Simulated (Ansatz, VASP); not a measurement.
One calculation of TaAlO3, two programs

```
Ta Al O
1.0
     0.00000    3.94259    3.94259
     3.94259    0.00000    3.94259
     3.94259    3.94259    0.00000
Ta Al O
2 2 6
Cartesian
  3.9426 3.9426 3.9426
  1.9713 1.9713 1.9713
  5.9139 5.9139 5.9139
  0.0000 0.0000 0.0000
  3.8299 1.9713 1.9713
  0.1127 1.9713 1.9713
  1.9713 3.8299 1.9713
  1.9713 0.1127 1.9713
  1.9713 1.9713 3.8299
  1.9713 1.9713 0.1127
```

Alike in both runs: task single point; functional PBE; k mesh 4 × 4 × 4; occupations gaussian, width 0.1 eV; no spin polarisation.

|  | VASP | Ansatz |
| --- | --- | --- |
| version | VASP 6.6.1 | Ansatz 0.2.0 |
| potentials or method | VASP PAW PBE potentials, release 64 (Ta_pv, Al, O), cutoff 520 eV | scalar-relativistic, plane waves, PAW |
| valence electrons in the cell | 64 | 68 |

|  | VASP | Ansatz | Ansatz less VASP |
| --- | --- | --- | --- |
| gap on the k mesh at the Fermi level (eV) | none | none | - |
| pressure (GPa) | 6.2 | 5.5 | -0.65 |
| rms of the force components (eV/Å) | 3.087 | 3.011 | -0.0759 |

Atom by atom the forces differ by 0.076 eV/Å (rms over components). A gap of «none» marks a metal or a gap that the smearing closes. VASP's potentials hold 64 valence electrons a cell and Ansatz's 68, so a difference there can come from the potentials and not from the codes.

Spin-orbit coupling is off throughout.
